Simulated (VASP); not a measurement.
Set up this calculation in VASP 6.6.1, as the native input.

```
Task                   : single point
Functional             : LDA
Potentials or basis    : VASP PAW LDA potentials, release 64 (Pt, Te)
Cutoff                 : 500 eV
k mesh                 : 6 × 6 × 5
Occupations            : gaussian, width 0.05 eV
Spin                   : collinear spin, ferromagnetic start
Starting moments       : [0.58, 0.0] μB
Hubbard terms          : Pt d U = 4.0 eV
Dipole correction      : no
Further INCAR settings : ALGO = Normal; EDIFF = 1e-06; NBANDS = 19
```

The structure of TePt lies in POSCAR:

```
TePt
1.0
    3.9548758500      0.0000000000      0.0000000000
   -1.9774379300      3.4250229600      0.0000000000
    0.0000000000      0.0000000000      3.8597628900
Pt Te
1 1
Direct
    0.0000000000      0.0000000000      0.0000000000
    0.6666666667      0.3333333333      0.5000000000
```

The input as run:

INCAR

```
SYSTEM = TePt
ALGO = Normal
EDIFF = 1E-6
ENCUT = 500
GGA_COMPAT = .FALSE.
ISIF = 2
ISMEAR = 0
ISPIN = 2
LASPH = .TRUE.
LCHARG = .FALSE.
LDAU = .TRUE.
LDAUJ = 0 0
LDAUL = 2 -1
LDAUPRINT = 1
LDAUTYPE = 2
LDAUU = 4 0
LMAXMIX = 4
LORBIT = 11
LREAL = .FALSE.
LWAVE = .FALSE.
MAGMOM = 0.58 0
NBANDS = 19
NELM = 200
PREC = Accurate
SIGMA = 0.05
```

KPOINTS

```
k-points
0
G
  6 6 5
  0 0 0
```

Potentials or basis: VASP PAW LDA potentials, release 64 (Pt, Te).

Command:

```console
$ cat potpaw_LDA.64/Pt/POTCAR potpaw_LDA.64/Te/POTCAR > POTCAR
$ mpirun -np 1 vasp_std > vasp.out
```

It gave:

The pressure is -18.0 GPa and the band gap on the k mesh is zero (filled and empty bands overlap). The net moment is 0.00 μB per cell and the valence electrons inside the program's atomic spheres are Pt 9.24; Te 3.17.

Caveat: spin-orbit coupling is left out, which moves the levels of the heavy elements; the U is typed as a test and isn't derived for this compound.

Wall time 15 s on 1 thread of AMD EPYC 9R45 96-Core Processor (Zen 5), on a shared host, peak memory 0.14 GiB.
